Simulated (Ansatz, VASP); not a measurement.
# AlRu: VASP beside Ansatz

```xyz
2
Lattice="3.0963 0.0000 0.0000 0.0000 2.9916 0.0000 0.0000 0.0000 2.9916" Properties=species:S:1:pos:R:3 pbc="T T T"
Al    0.0000    0.0000    0.0000
Ru    1.5482    1.4958    1.4958
```

Change from the starting cell: strain +0.0350 x Voigt [1, 0, 0, 0, 0, 0], atoms carried along.

Alike in both runs: task single point; functional LDA; k mesh 16 × 16 × 16; occupations gaussian, width 0.15 eV; no spin polarisation.

|  | VASP | Ansatz |
| --- | --- | --- |
| version | VASP 6.6.1 | Ansatz 0.2.0 |
| potentials or method | VASP PAW LDA potentials, release 64 (Al, Ru_pv), cutoff 520 eV | scalar-relativistic, plane waves, PAW |
| valence electrons in the cell | 17 | 19 |

VASP gave:

* gap on the k mesh at the Fermi level (eV): none
* pressure (GPa): -13.7
* traceless stress, the component that is largest in VASP (GPa): -3.37

Estimate Ansatz's values.

gap on the k mesh at the Fermi level (eV): none; pressure (GPa): -14.2; traceless stress, the component that is largest in VASP (GPa): -3.34.

LDA's correlation is that of Perdew and Zunger in VASP and of Perdew and Wang (1992) in Ansatz. A gap of «none» marks a metal or a gap that the smearing closes. VASP's potentials hold 17 valence electrons a cell and Ansatz's 19, so a difference there can come from the potentials and not from the codes.
